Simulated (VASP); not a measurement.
MgTlBr5:

```
CELL_PARAMETERS angstrom
5.08388 0.00000 0.00000
0.00000 5.08388 0.00000
0.00000 0.00000 9.00061
ATOMIC_POSITIONS crystal
Mg 0.50000 0.50000 0.00000
Tl 0.00000 0.00000 0.50000
Br 0.00000 0.50000 0.29635
Br 0.00000 0.50000 0.70365
Br 0.50000 0.00000 0.29635
Br 0.50000 0.00000 0.70365
Br 0.00000 0.00000 0.00000
```

| Property | Result |
| --- | --- |
| Program | VASP 6.6.1 |
| Task | relaxation of cell and atoms |
| Functional | PBEsol |
| Potentials or basis | VASP PAW PBE potentials, release 64 (Mg, Tl_d, Br) |
| Cutoff | 600 eV |
| k mesh | 4 × 4 × 2 |
| Occupations | fermi-dirac, width 0.03 eV |
| Spin | no spin polarisation |

At the start: pressure -4.7 GPa; volume 33.23 Å³/atom.

Q: Where does the relaxation end?

A: Over 29 steps the energy falls by 225.2 meV/atom and the volume is 27.14 Å³/atom (-18.3 %); space group P4/mmm (No. 123, to 0.1 Å) before and after.

The path:
| step | energy change (eV) | largest force (eV/Å) | pressure (GPa) | volume (Å³) |
| --- | --- | --- | --- | --- |
| 1 | 0.0000 | 0.1716 | -4.66 | 232.63 |
| 2 | -0.7140 | 0.3332 | -2.06 | 201.59 |
| 3 | -0.8043 | 0.4517 | -0.05 | 189.96 |
| 4 | -0.8049 | 0.4651 | 0.18 | 188.89 |
| 5 | -0.8659 | 0.4348 | 0.19 | 187.87 |
| 6 | -1.0422 | 0.4012 | 0.49 | 184.67 |
| 7 | -1.3485 | 0.3102 | 2.09 | 177.64 |
| 8 | 0.4286 | 2.4090 | 11.76 | 160.99 |
| 9 | -1.2987 | 0.4328 | 2.37 | 176.60 |
| 10 | -1.2097 | 0.0412 | 5.13 | 169.18 |
| 11 | -1.3209 | 0.3929 | 3.16 | 174.10 |
| 12 | -1.3718 | 0.3661 | 2.76 | 175.60 |
| 13 | -1.4803 | 0.2226 | 1.74 | 180.10 |
| 14 | -1.4272 | 0.2852 | 0.57 | 189.12 |
| 15 | -1.5058 | 0.0530 | 1.17 | 183.38 |
| 16 | -1.5278 | 0.0855 | 0.84 | 184.72 |
| 17 | -1.5561 | 0.1650 | 0.00 | 188.52 |
| 18 | -1.5564 | 0.1725 | -0.08 | 188.93 |
| 19 | -1.5603 | 0.1551 | -0.02 | 188.75 |
| 20 | -1.5686 | 0.1033 | 0.15 | 188.21 |
| 21 | -1.5705 | 0.0035 | 0.54 | 187.11 |
| 22 | -1.5721 | 0.0436 | 0.38 | 187.55 |
| 23 | -1.5758 | 0.0277 | 0.07 | 189.47 |
| 24 | -1.5761 | 0.0208 | -0.08 | 190.37 |
| 25 | -1.5761 | 0.0217 | -0.07 | 190.22 |
| 26 | -1.5760 | 0.0250 | 0.01 | 189.81 |
| 27 | -1.5761 | 0.0225 | -0.04 | 190.13 |
| 28 | -1.5765 | 0.0111 | -0.01 | 190.04 |
| 29 | -1.5767 | 0.0000 | 0.02 | 189.95 |

Final structure:
```yaml
crystal:
  lattice:
    - [5.08720, 0.00000, 0.00000]
    - [0.00000, 5.08720, 0.00000]
    - [0.00000, 0.00000, 7.33978]
  atoms:
    - { symbol: Mg, position: [0.50000, 0.50000, 0.00000] }
    - { symbol: Tl, position: [0.00000, 0.00000, 0.50000] }
    - { symbol: Br, position: [0.00000, 0.50000, 0.24163] }
    - { symbol: Br, position: [0.00000, 0.50000, 0.75837] }
    - { symbol: Br, position: [0.50000, 0.00000, 0.24163] }
    - { symbol: Br, position: [0.50000, 0.00000, 0.75837] }
    - { symbol: Br, position: [0.00000, 0.00000, 0.00000] }
```

Caveat: the volume moved by over 15 % at a fixed basis, so the end points are rough; the PAW data sets were made with another functional, which shifts forces and pressure a little.
